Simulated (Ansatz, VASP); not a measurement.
**Ta in VASP and in Ansatz**

File INCAR:

```
PREC = Accurate
ENCUT = 520
EDIFF = 1E-6
ISMEAR = 0
SIGMA = 0.1
LREAL = F
LASPH = T
NELM = 80
ALGO = Normal
ISIF = 2
LWAVE = F
LCHARG = F
LDIPOL = T
IDIPOL = 3
DIPOL = 0.5 0.5 0.500
GGA = PE
NBANDS = 24
```

File KPOINTS:

```
regular mesh
0
Gamma
  13 13 1
```

File POSCAR:

```
Ta
1.0
    2.8741561407      0.0000000000      0.0000000000
   -0.9580520469      2.7097803964      0.0000000000
    0.0000000000      0.0000000000     19.6934773239
Ta
3
Direct
    0.5000000000      0.5000000000      0.3808367551
    0.0000000000      0.0000000000      0.5000000000
    0.5000000000      0.5000000000      0.6191632449
```

Input for Ansatz:

```yaml
crystal:
  lattice:
    - [2.8741561407, 0.0, 0.0]
    - [-0.9580520469, 2.7097803964, 0.0]
    - [0.0, 0.0, 19.6934773239]
  atoms:
    - { symbol: Ta, position: [0.5, 0.5, 0.3808367551] }
    - { symbol: Ta, position: [0.0, 0.0, 0.5] }
    - { symbol: Ta, position: [0.5, 0.5, 0.6191632449] }
basis:
  ecutwfc: 420
kpoints:
  mp_grid: { grid: [13, 13, 1] }
hamiltonian:
  xc: pbe
scf:
  occupations: { method: gaussian, width: 0.1 }
output:
  forces: true
  stress: true
  eigenvalues: true
  write_density: true
  write_potential: true
  elf: true
  volumetric_format: npy
efield:
  axis: 3
  dipole_correction: true
```

Alike in both runs: task single point; functional PBE; k mesh 13 × 13 × 1; occupations gaussian, width 0.1 eV; no spin polarisation.

```csv
,VASP,Ansatz
version,VASP 6.6.1,Ansatz 0.2.0
potentials or method,"VASP PAW PBE potentials, release 64 (Ta_pv), cutoff 520 eV","scalar-relativistic, plane waves, PAW"
valence electrons in the cell,33,39
```

```tsv
	VASP	Ansatz	Ansatz less VASP
gap on the k mesh at the Fermi level (eV)	none	none	-
rms of the force components (eV/Å)	0.230	0.231	+0.0007
```

Atom by atom the forces differ by 0.001 eV/Å (rms over components). A gap of «none» marks a metal or a gap that the smearing closes. The functional is the same, so the differences come from potentials, cutoffs and numerics. VASP's potentials hold 33 valence electrons a cell and Ansatz's 39, so a difference there can come from the potentials and not from the codes. Ansatz's warnings: xc potential rough in thin density.

Neither program's run includes spin-orbit coupling.
